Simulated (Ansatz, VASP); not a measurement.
ZnS: VASP beside Ansatz

```
CELL_PARAMETERS angstrom
0.00000 2.64684 2.64684
2.64684 0.00000 2.64684
2.64684 2.64684 0.00000
ATOMIC_POSITIONS crystal
Zn 0.75000 0.75000 0.75000
S 0.00000 0.00000 0.00000
```

Alike in both runs: task single point; functional PBE; k mesh 9 × 9 × 9; occupations tetrahedron; collinear spin.

|  | VASP | Ansatz |
| --- | --- | --- |
| version | VASP 6.6.1 | Ansatz 0.2.0 |
| potentials or method | VASP PAW PBE potentials, release 64 (Zn, S) | PseudoDojo standard (PBEsol files) |
| plane-wave cutoff (eV) | 520 | 1143 |
| valence electrons in the cell | 18 | 26 |

VASP gave:

* gap on the k mesh at the Fermi level (eV): 2.39
* least direct gap on the mesh (eV): 2.39
* pressure (GPa): 7.2
* net moment per atom (μB): 0.00

Q: What did Ansatz give for the same quantities?

A: gap on the k mesh at the Fermi level (eV): 2.42; least direct gap on the mesh (eV): 2.42; pressure (GPa): 7.0; net moment per atom (μB): 0.00.

VASP's potentials hold 18 valence electrons a cell and Ansatz's 26, so a difference there can come from the potentials and not from the codes.

Noted on Ansatz's run: odd divisions of the mesh miss points on the zone boundary, where band edges often lie, so the gap on the mesh can be too wide.
